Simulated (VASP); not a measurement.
# Co: single point with PBE

Crystal: Co.

```
Co
1.0
     2.57427    0.00000    0.00000
    -1.28713    2.22938    0.00000
     0.00000    0.00000    4.16326
Co
2
Direct
  0.33333 0.66667 0.25000
  0.66667 0.33333 0.75000
```

This cell differs from its parent crystal: volume scaled by 1.10, then relaxed in part.

```yaml
Program: VASP 6.6.1
Task: single point
Functional: PBE
Potentials_or_basis: VASP PAW PBE potentials, release 64 (Co)
Cutoff: 520 eV
k_mesh: 21 × 21 × 10
Occupations: gaussian, width 0.1 eV
Spin: collinear spin, ferromagnetic start
Starting_moments: "[1.86, 1.86] μB"
```

- Pressure: -16.5 GPa
- Net moment: 3.34 μB per cell
- Site moments: Co +1.71 μB
- Valence electrons inside the program's atomic spheres: Co 8.10

Stress tensor (GPa, compression positive):
```
-16.48   0.00   0.00
  0.00 -16.48   0.00
  0.00   0.00 -16.64
```

Levels at points of the mesh, in eV from the Fermi level:
Spin up:
```csv
k point,band 8,band 9,band 10,band 11,band 12,band 13,band 14,band 15
"(0.00, 0.00, 0.00)",-1.93,-1.93,-0.99,-0.99,-0.01,5.53,21.16,22.81
"(0.00, 0.00, 0.50)",-2.55,-1.26,-1.26,-1.26,-1.26,13.95,13.95,21.83
```
Spin down:
```
           k point  band 5  band 6  band 7  band 8  band 9  band 10
(0.00, 0.00, 0.00)   -0.78   -0.47   -0.47   -0.11   -0.10    -0.10
(0.00, 0.00, 0.50)   -0.84   -0.84   -0.84   -0.84    0.67     0.67
```

It took 96 s on 1 thread of Intel(R) Xeon(R) 6975P-C (Granite Rapids) (shared host), peak memory 0.29 GiB.
